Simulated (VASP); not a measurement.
# Ti (P6_3/mmc) in VASP: a series of runs

The runs below take Ti through single point, with r2SCAN.

Everything below comes from runs of VASP 6.6.1. Logs are shortened: lines on timing, memory, paths and dates and some standing lists are left out, and cuts for length are marked.

## Step 1: The cell of the first run

The structure is hexagonal, space group P6_3/mmc (No. 194). Conventional cell: a = 2.935 Å, b = 2.935 Å, c = 4.638 Å, α = 90.00°, β = 90.00°, γ = 120.00°. Ti (site symmetry -6m2) has 12 Ti at 2.87 to 2.94 Å within 3.8 Å.

## Step 2: Single point, r2SCAN

Contents of POSCAR:

```
Ti
1.0
    2.9351862905      0.0000000000      0.0000000000
   -1.4675931453      2.5419458924      0.0000000000
    0.0000000000      0.0000000000      4.6380486582
Ti
2
Direct
    0.3333333333      0.6666666667      0.2500000000
    0.6666666667      0.3333333333      0.7500000000
```

Contents of INCAR.step1:

```
PREC = Accurate
ENCUT = 520
ISMEAR = 0
SIGMA = 0.1
LREAL = F
LASPH = T
NELM = 80
NBANDS = 19
GGA = PE
ALGO = Normal
EDIFF = 1E-4
LWAVE = T
LCHARG = F
```

Contents of INCAR.step2:

```
PREC = Accurate
ENCUT = 520
EDIFF = 1E-6
ISMEAR = 0
SIGMA = 0.1
LREAL = F
LASPH = T
NELM = 80
ALGO = Normal
ISIF = 2
LWAVE = F
LCHARG = F
METAGGA = R2SCAN
LMIXTAU = T
NBANDS = 19
ISTART = 1
```

Contents of KPOINTS:

```
Automatic mesh
0
Gamma
  18 18 10
```

Potentials or basis: VASP PAW PBE potentials, release 64 (Ti_sv).

Command:

```
$ cat potpaw_PBE.64/Ti_sv/POTCAR > POTCAR
$ cp INCAR.step1 INCAR
$ mpirun -np 1 vasp_std > vasp.out
$ cp INCAR.step2 INCAR
$ mpirun -np 1 vasp_std > vasp.out
```

OUTCAR:

```text
PREC = Accurate
   ENCUT = 520
   EDIFF = 1E-6
   ISMEAR = 0
   LREAL = F
   LASPH = T
   NELM = 80
   ISIF = 2
   METAGGA = R2SCAN
   ISTART = 1

 ion  position               nearest neighbor table
   1  0.333  0.667  0.250-   2 2.87   2 2.87   2 2.87   2 2.87   2 2.87   2 2.87
   2  0.667  0.333  0.750-   1 2.87   1 2.87   1 2.87   1 2.87   1 2.87   1 2.87

  LATTYP: Found a hexagonal cell.
 ALAT       =     2.9351862905
 C/A-ratio  =     1.5801547838

  Lattice vectors:

 A1 = (   2.9351862905,   0.0000000000,   0.0000000000)
 A2 = (  -1.4675931453,   2.5419458924,   0.0000000000)
 A3 = (   0.0000000000,   0.0000000000,   4.6380486582)

Analysis of symmetry for initial positions (statically):
=====================================================================
 Subroutine PRICEL returns:
 Original cell was already a primitive cell.

 Routine SETGRP: Setting up the symmetry group for a
 hexagonal supercell.

 Subroutine GETGRP returns: Found 24 space group operations
 (whereof 12 operations were pure point group operations)
 out of a pool of 24 trial point group operations.

The static configuration has the point symmetry D_3d.
 The point group associated with its full space group is D_6h.

Analysis of symmetry for dynamics (positions and initial velocities):
=====================================================================
 Subroutine PRICEL returns:
 Original cell was already a primitive cell.

 Routine SETGRP: Setting up the symmetry group for a
 hexagonal supercell.

 Subroutine GETGRP returns: Found 24 space group operations
 (whereof 12 operations were pure point group operations)
 out of a pool of 24 trial point group operations.

The dynamic configuration has the point symmetry D_3d.
 The point group associated with its full space group is D_6h.

 Subroutine INISYM returns: Found 24 space group operations
 (whereof 12 operations are pure point group operations),
 and found     1 'primitive' translations

----------------------------------------------------------------------------------------

                                     Primitive cell

  volume of cell :      34.6049

  direct lattice vectors                    reciprocal lattice vectors
     2.935186290  0.000000000  0.000000000     0.340693878  0.196699702  0.000000000
    -1.467593145  2.541945892  0.000000000     0.000000000  0.393399404  0.000000000
     0.000000000  0.000000000  4.638048658     0.000000000  0.000000000  0.215607915

  length of vectors
     2.935186290  2.935186291  4.638048658     0.393399404  0.393399404  0.215607915

  position of ions in fractional coordinates (direct lattice)
[... 79 lines left out ...]
   EDIFF  = 0.1E-05   stopping-criterion for ELM
   LREAL  =      F    real-space projection
   EDIFFG = 0.1E-04   stopping-criterion for IOM
   NSW    =      0    number of steps for IOM
   IBRION =     -1    ionic relax: 0-MD 1-quasi-New 2-CG
   NFREE  =      0    steps in history (QN), initial steepest desc. (CG)
   ISIF   =      2    stress and relaxation
   ISYM   =      2    0-nonsym 1-usesym 2-fastsym
   POTIM  = 0.5000    time-step for ionic-motion
   TEBEG  =    0.0;   TEEND  =   0.0 temperature during run
   PSTRESS=    0.0 pullay stress
   NELECT =      24.0000    total number of electrons
   NUPDOWN=      -1.0000    fix difference up-down
   EMIN   =  10.00;   EMAX   =-10.00  energy-range for DOS
   EFERMI =   0.00;   METHOD = LEGACY
   ISMEAR =     0;   SIGMA  =   0.10  broadening in eV -4-tet -1-fermi 0-gaus
   EFERMI_NEDOS =   21; number of points for ismear=-14 and -15
   IALGO  =     38    algorithm
   IMIX   =      4    mixing-type and parameters
     AMIX     =   0.40;   BMIX     =  1.00
     AMIX_MAG =   1.60;   BMIX_MAG =  1.00
  volume/ion in A,a.u.               =      17.30       116.76
  Fermi-wavevector in a.u.,A,eV,Ry     =   1.449104  2.738409 28.570898  2.099902
  Thomas-Fermi vector in A             =   2.566869
   LORBIT       =      0    0 simple, 1 ext, 2 COOP (PROOUT), +10 PAW based schemes
   METAGGA = R2SCAN    functional components
   LHFCALC =     F    Hartree Fock is set to
   AEXX    =    0.0000 exact exchange contribution
   IVDW    =     0    specifies the selected vdW correction
   LEPSILON=     F    determine dielectric tensor
   LRPA    =     F    only Hartree local field effects (RPA)
 non-spin polarized calculation
 Gauss-broadening in eV      SIGMA  =   0.10
  energy-cutoff  :      520.00
  volume of cell :       34.60
 maximum number of plane-waves:       965
 NGX is ok and might be reduce to    24
   NGX = 11   NGY = 11   NGZ = 17

 number of electron      24.0000002 magnetization

 Free energy of the ion-electron system (eV)
  ---------------------------------------------------
  ext. energy  EPLUGINS =         0.00000000
  ---------------------------------------------------
  free energy    TOTEN  =       -25.90547843 eV

  energy without entropy =      -25.89716474  energy(sigma->0) =      -25.90132159

 E-fermi :   8.4483     XC(G=0): -12.4156

 val. band max:        8.4456140902   @ k =   0.1667   0.0000   0.4000
 cond. band min:       8.4517579102   @ k =   0.3333   0.2778   0.3000
 fundamental gap:      0.0061438200
 Fermi energy:         8.4482989942

 k-point     1 :       0.0000    0.0000    0.0000
  band No.  band energies     occupation
      1     -50.7931      2.00000
      2     -50.6461      2.00000
      3     -26.3615      2.00000
      4     -25.6841      2.00000
      5     -25.6840      2.00000
      6     -25.6124      2.00000
[... 505 lines left out ...]
      6     -25.8584      2.00000
[... 11 lines left out ...]
     18      12.1910      0.00000
     19      12.8555      0.00000

 [... further k-points ...]

------------------------ aborting loop because EDIFF is reached ----------------------------------------

  FORCE on cell =-STRESS in cart. coord.  units (eV):
  Direction    XX          YY          ZZ          XY          YZ          ZX
  --------------------------------------------------------------------------------------
  -------------------------------------------------------------------------------------
  Total        0.0824728      0.0824728      0.0699358     -0.0000000     -0.0000000     -0.0000000
  in kB        3.8184220      3.8184220      3.2379687     -0.0000000     -0.0000000     -0.0000000
  external PRESSURE =       3.6249376 kB  Pullay stress =       0.0000000 kB

 VOLUME and BASIS-vectors are now :
 -----------------------------------------------------------------------------
  energy-cutoff  :      520.00
  volume of cell :       34.60
      direct lattice vectors                 reciprocal lattice vectors
     2.935186290  0.000000000  0.000000000     0.340693878  0.196699702  0.000000000
    -1.467593145  2.541945892  0.000000000     0.000000000  0.393399404  0.000000000
     0.000000000  0.000000000  4.638048658     0.000000000  0.000000000  0.215607915

 POSITION                                       TOTAL-FORCE (eV/Angst)
 -----------------------------------------------------------------------------------
     -0.00000      1.69463      1.15951        -0.000000      0.000000      0.000000
      1.46759      0.84732      3.47854         0.000000     -0.000000      0.000000
 -----------------------------------------------------------------------------------
    total drift:                               -0.000000      0.000000     -0.000000

  FREE ENERGIE OF THE ION-ELECTRON SYSTEM (eV)
  ---------------------------------------------------
  free  energy   TOTEN  =       -25.9054784323 eV

  energy  without entropy=      -25.8971647446  energy(sigma->0) =      -25.90132159
```

OSZICAR.step1:

```text
N       E                     dE             d eps       ncg     rms          rms(c)
DAV:   1     0.263245945297E+03    0.26325E+03   -0.13070E+04  8468   0.158E+03
DAV:   2     0.126398413647E+02   -0.25061E+03   -0.24650E+03  8649   0.440E+02
DAV:   3    -0.164282369832E+02   -0.29068E+02   -0.28705E+02 15645   0.123E+02
DAV:   4    -0.176864943151E+02   -0.12583E+01   -0.12565E+01  9813   0.265E+01
DAV:   5    -0.177470610661E+02   -0.60567E-01   -0.60558E-01 12475   0.415E+00    0.119E+01
DAV:   6    -0.156732035984E+02    0.20739E+01   -0.75257E+00  9789   0.276E+01    0.299E+00
DAV:   7    -0.156578766501E+02    0.15327E-01   -0.70024E-01 12731   0.612E+00    0.207E+00
DAV:   8    -0.156846371080E+02   -0.26760E-01   -0.20033E-01  9259   0.514E+00    0.708E-01
DAV:   9    -0.156767289718E+02    0.79081E-02   -0.43902E-02  9543   0.214E+00    0.697E-02
DAV:  10    -0.156771444340E+02   -0.41546E-03   -0.32759E-03 12145   0.340E-01    0.757E-02
DAV:  11    -0.156771737738E+02   -0.29340E-04   -0.92676E-05  6213   0.723E-02
   1 F= -.15677174E+02 E0= -.15672492E+02  d E =-.936353E-02
```

Wall time 7.9 min (1 thread of AMD EPYC 7R13 (Zen 3), shared host); peak memory 0.22 GiB.

What came out:

```
Free energy            : -25.9055 eV
Pressure               : 0.4 GPa
Band gap on the k mesh : zero (bands 12 and 13 overlap by 1.24 eV)
```

Levels at points of the mesh, in eV from the Fermi level:
```tsv
k point	band 9	band 10	band 11	band 12	band 13	band 14	band 15	band 16
(0.00, 0.00, 0.00)	-6.64	-2.88	0.58	0.86	0.86	0.98	1.39	1.39
(0.50, 0.00, 0.00)	-2.54	-2.30	-1.96	-0.86	0.60	0.70	1.27	3.54
(0.00, 0.00, 0.50)	-4.69	-4.69	0.06	0.06	0.77	0.77	0.77	0.77
(0.50, 0.00, 0.50)	-2.70	-2.70	-0.88	-0.88	1.24	1.24	1.90	1.90
```

Caveat: the PAW data sets were made with another functional, which shifts forces and pressure a little.

## Step 3: Single point, r2SCAN (16.26 Å³/atom)

This run uses another cell than the first one, of 16.26 Å³/atom.

Contents of POSCAR:

```
Ti
1.0
    2.8752677161      0.0000000000      0.0000000000
   -1.4376338581      2.4900548848      0.0000000000
    0.0000000000      0.0000000000      4.5433680345
Ti
2
Direct
    0.3333333333      0.6666666667      0.2500000000
    0.6666666667      0.3333333333      0.7500000000
```

Contents of INCAR.step1:

```
SYSTEM = Ti
  PREC = Accurate
  ENCUT = 520
  ISMEAR = 0
  SIGMA = 0.1
  LREAL = .False.
  LASPH = .True.
  NELM = 60
  NBANDS = 19
  GGA = PE
  ALGO = Normal
  EDIFF = 1E-4
  LWAVE = .True.
  LCHARG = .False.
```

Contents of INCAR.step2:

```
SYSTEM = Ti
  PREC = Accurate
  ENCUT = 520
  EDIFF = 1E-6
  ISMEAR = 0
  SIGMA = 0.1
  LREAL = .False.
  LASPH = .True.
  NELM = 60
  ALGO = Normal
  ISIF = 2
  LWAVE = .False.
  LCHARG = .False.
  METAGGA = R2SCAN
  LMIXTAU = .True.
  NBANDS = 19
  ISTART = 1
```

Contents of KPOINTS:

```
Automatic mesh
0
Gamma
  18 18 10
  0 0 0
```

Potentials or basis: VASP PAW PBE potentials, release 64 (Ti_sv).

Command:

```
$ cat potpaw_PBE.64/Ti_sv/POTCAR > POTCAR
$ cp INCAR.step1 INCAR
$ mpirun -np 1 vasp_std > vasp.out
$ cp INCAR.step2 INCAR
$ mpirun -np 1 vasp_std > vasp.out
```

Wall time 8.7 min (1 thread of Intel Xeon 8259CL, shared host); peak memory 0.25 GiB.

Results (log left out):

```
Free energy            : -25.8489 eV
Pressure               : 8.5 GPa
Band gap on the k mesh : zero (bands 12 and 13 overlap by 1.28 eV)
```

Stress tensor (GPa, compression positive):
```
8.53 0.00 0.00
0.00 8.53 0.00
0.00 0.00 8.40
```

Levels at points of the mesh, in eV from the Fermi level:
```
           k point  band 10  band 11  band 12  band 13  band 14  band 15
(0.00, 0.00, 0.00)    -3.05     0.78     0.89     0.89     1.03     1.48
(0.50, 0.00, 0.00)    -2.51    -2.14    -0.78     0.60     0.76     1.37
(0.00, 0.00, 0.50)    -4.73     0.06     0.06     0.79     0.79     0.79
(0.50, 0.00, 0.50)    -2.88    -0.96    -0.96     1.43     1.43     2.02
```

Caveat: the cell stands under pressure; the PAW data sets were made with another functional, which shifts forces and pressure a little.

## Step 4: Single point, r2SCAN (16.78 Å³/atom)

This run uses another cell than the first one, of 16.78 Å³/atom.

Contents of POSCAR:

```
Ti
1.0
    2.9055359164      0.0000000000      0.0000000000
   -1.4527679582      2.5162679152      0.0000000000
    0.0000000000      0.0000000000      4.5911964759
Ti
2
Direct
    0.3333333333      0.6666666667      0.2500000000
    0.6666666667      0.3333333333      0.7500000000
```

Contents of INCAR.step1:

```
PREC     = Accurate       # precision mode
ENCUT    = 520            # plane-wave cutoff, eV
ISMEAR   = 0              # smearing method
SIGMA    = 0.1            # smearing width, eV
LREAL    = F              # projectors in reciprocal space
LASPH    = T              # aspherical terms in the spheres
NELM     = 60             # most SCF steps
NBANDS   = 19             # bands
GGA      = PE             # functional
ALGO     = Normal         # electronic algorithm
EDIFF    = 1E-4           # SCF threshold, eV
LWAVE    = T              # write WAVECAR
LCHARG   = F              # write CHGCAR
```

Contents of INCAR.step2:

```
PREC     = Accurate       # precision mode
ENCUT    = 520            # plane-wave cutoff, eV
EDIFF    = 1E-6           # SCF threshold, eV
ISMEAR   = 0              # smearing method
SIGMA    = 0.1            # smearing width, eV
LREAL    = F              # projectors in reciprocal space
LASPH    = T              # aspherical terms in the spheres
NELM     = 60             # most SCF steps
ALGO     = Normal         # electronic algorithm
ISIF     = 2              # what is computed and relaxed
LWAVE    = F              # write WAVECAR
LCHARG   = T              # write CHGCAR
METAGGA  = R2SCAN         # meta-GGA
LMIXTAU  = T            
LELF     = T              # ELF
LVHAR    = T            
NBANDS   = 19             # bands
ISTART   = 1
```

Contents of KPOINTS:

```
regular mesh
0
Gamma
  18 18 10
```

Command:

```
$ cat potpaw_PBE.64/Ti_sv/POTCAR > POTCAR
$ cp INCAR.step1 INCAR
$ mpirun -np 1 vasp_std > vasp.out
$ cp INCAR.step2 INCAR
$ mpirun -np 1 vasp_std > vasp.out
```

Wall time 8.7 min (1 thread of Intel Xeon 8259CL, shared host); peak memory 0.25 GiB.

The run converged. Its results:

- Free energy: -25.8904 eV
- Pressure: 4.1 GPa
- Band gap on the k mesh: zero (bands 12 and 13 overlap by 1.26 eV)

Stress tensor (GPa, compression positive):
```
4.19 0.00 0.00
0.00 4.19 0.00
0.00 0.00 4.07
```

Levels at points of the mesh, in eV from the Fermi level:
```tsv
k point	band 8	band 9	band 10	band 11	band 12	band 13	band 14	band 15	band 16	band 17
(0.00, 0.00, 0.00)	-33.93	-6.70	-2.96	0.68	0.87	0.87	1.00	1.44	1.44	1.87
(0.50, 0.00, 0.00)	-34.02	-2.58	-2.40	-2.04	-0.82	0.60	0.73	1.32	3.68	3.92
(0.00, 0.00, 0.50)	-33.99	-4.71	-4.71	0.06	0.06	0.78	0.78	0.78	0.78	3.14
(0.50, 0.00, 0.50)	-34.12	-2.79	-2.79	-0.92	-0.92	1.33	1.33	1.96	1.96	3.83
```

Caveat: the cell stands under pressure; the PAW data sets were made with another functional, which shifts forces and pressure a little.

## Step 5: Single point, r2SCAN

Contents of POSCAR:

```
Ti
1.0
    2.9351862900      0.0000000000      0.0000000000
   -1.4675931450      2.5419458919      0.0000000000
    0.0000000000      0.0000000000      4.6380486555
Ti
2
Direct
    0.3333333333      0.6666666667      0.2500000000
    0.6666666667      0.3333333333      0.7500000000
```

Contents of INCAR.step1:

```
PREC = Accurate
ENCUT = 520
ISMEAR = 0
SIGMA = 0.1
LREAL = F
LASPH = T
NELM = 80
NBANDS = 19
GGA = PE
ALGO = Normal
EDIFF = 1E-4
LWAVE = T
LCHARG = F
```

Contents of INCAR.step2:

```
PREC = Accurate
ENCUT = 520
EDIFF = 1E-6
ISMEAR = 0
SIGMA = 0.1
LREAL = F
LASPH = T
NELM = 80
ALGO = Normal
ISIF = 2
LWAVE = F
LCHARG = F
METAGGA = R2SCAN
LMIXTAU = T
NBANDS = 19
ISTART = 1
```

Contents of KPOINTS:

```
Automatic mesh
0
Gamma
  18 18 10
```

Command:

```
$ cat potpaw_PBE.64/Ti_sv/POTCAR > POTCAR
$ cp INCAR.step1 INCAR
$ mpirun -np 1 vasp_std > vasp.out
$ cp INCAR.step2 INCAR
$ mpirun -np 1 vasp_std > vasp.out
```

Wall time 9.2 min (1 thread of Intel Xeon 8259CL, shared host); peak memory 0.25 GiB.

The run converged. Its results:

* Free energy: -25.9055 eV
* Pressure: 0.4 GPa
* Band gap on the k mesh: zero (bands 12 and 13 overlap by 1.24 eV)

Levels at points of the mesh, in eV from the Fermi level:
```csv
k point,band 8,band 9,band 10,band 11,band 12,band 13,band 14,band 15,band 16,band 17
"(0.00, 0.00, 0.00)",-34.03,-6.64,-2.88,0.58,0.86,0.86,0.98,1.39,1.39,1.81
"(0.50, 0.00, 0.00)",-34.10,-2.54,-2.30,-1.96,-0.86,0.60,0.70,1.27,3.54,3.78
"(0.00, 0.00, 0.50)",-34.08,-4.69,-4.69,0.06,0.06,0.77,0.77,0.77,0.77,3.03
"(0.50, 0.00, 0.50)",-34.19,-2.70,-2.70,-0.88,-0.88,1.24,1.24,1.90,1.90,3.68
```

Caveat: the PAW data sets were made with another functional, which shifts forces and pressure a little.

## Step 6: Single point, r2SCAN

POSCAR is that of step 5.

Contents of INCAR.step1:

```
SYSTEM = Ti
  PREC = Accurate
  ENCUT = 520
  ISMEAR = 0
  SIGMA = 0.1
  LREAL = .FALSE.
  LASPH = .TRUE.
  NELM = 60
  NBANDS = 19
  GGA = PE
  ALGO = Normal
  EDIFF = 1E-4
  LWAVE = .TRUE.
  LCHARG = .FALSE.
```

Contents of INCAR.step2:

```
SYSTEM = Ti
  PREC = Accurate
  ENCUT = 520
  EDIFF = 1E-7
  ISMEAR = 0
  SIGMA = 0.1
  LREAL = .FALSE.
  LASPH = .TRUE.
  NELM = 60
  ALGO = Normal
  ISIF = 2
  LWAVE = .FALSE.
  LCHARG = .TRUE.
  METAGGA = R2SCAN
  LMIXTAU = .TRUE.
  LELF = .TRUE.
  LVHAR = .TRUE.
  NBANDS = 19
  ISTART = 1
```

Contents of KPOINTS:

```
regular mesh
0
G
  18 18 10
  0 0 0
```

Potentials or basis: VASP PAW PBE potentials, release 64 (Ti_sv).

Command:

```
$ cat potpaw_PBE.64/Ti_sv/POTCAR > POTCAR
$ cp INCAR.step1 INCAR
$ mpirun -np 1 vasp_std > vasp.out
$ cp INCAR.step2 INCAR
$ mpirun -np 1 vasp_std > vasp.out
```

Run time: 9.7 min. Hardware: 1 thread of Intel Xeon 8259CL, shared host; peak memory 0.25 GiB.

The run converged. Its results:

```
Free energy            : -25.9055 eV
Pressure               : 0.4 GPa
Band gap on the k mesh : zero (bands 12 and 13 overlap by 1.24 eV)
```

Levels at points of the mesh, in eV from the Fermi level:
| k point | band 8 | band 9 | band 10 | band 11 | band 12 | band 13 | band 14 | band 15 | band 16 | band 17 |
| --- | --- | --- | --- | --- | --- | --- | --- | --- | --- | --- |
| (0.00, 0.00, 0.00) | -34.03 | -6.64 | -2.88 | 0.58 | 0.86 | 0.86 | 0.98 | 1.39 | 1.39 | 1.81 |
| (0.50, 0.00, 0.00) | -34.10 | -2.54 | -2.30 | -1.96 | -0.86 | 0.60 | 0.70 | 1.27 | 3.54 | 3.78 |
| (0.00, 0.00, 0.50) | -34.08 | -4.69 | -4.69 | 0.06 | 0.06 | 0.77 | 0.77 | 0.77 | 0.77 | 3.03 |
| (0.50, 0.00, 0.50) | -34.19 | -2.70 | -2.70 | -0.88 | -0.88 | 1.24 | 1.24 | 1.90 | 1.90 | 3.68 |

Caveat: the PAW data sets were made with another functional, which shifts forces and pressure a little.

## Step 7: The runs side by side

| cell | gap on the mesh (eV) | pressure (GPa) |
| --- | --- | --- |
| a = 2.935, b = 2.935, c = 4.638 Å, angles 90.0, 90.0, 120.0°, 2 atoms | none | 0.4 |
| a = 2.875, b = 2.875, c = 4.543 Å, angles 90.0, 90.0, 120.0°, 2 atoms | none | 8.5 |
| a = 2.906, b = 2.906, c = 4.591 Å, angles 90.0, 90.0, 120.0°, 2 atoms | none | 4.1 |

Alike in all rows: task single point; level r2SCAN; potentials or basis VASP PAW PBE potentials, release 64 (Ti_sv); no spin polarisation; k mesh 18 × 18 × 10; cutoff (eV) 520; smearing gaussian 0.1 eV.

Caveats: the PAW data sets were made with another functional, which shifts forces and pressure a little; the cell stands under pressure (at least some runs).

Total energies depend on the potentials used, so only differences within one code and one set of settings carry meaning.
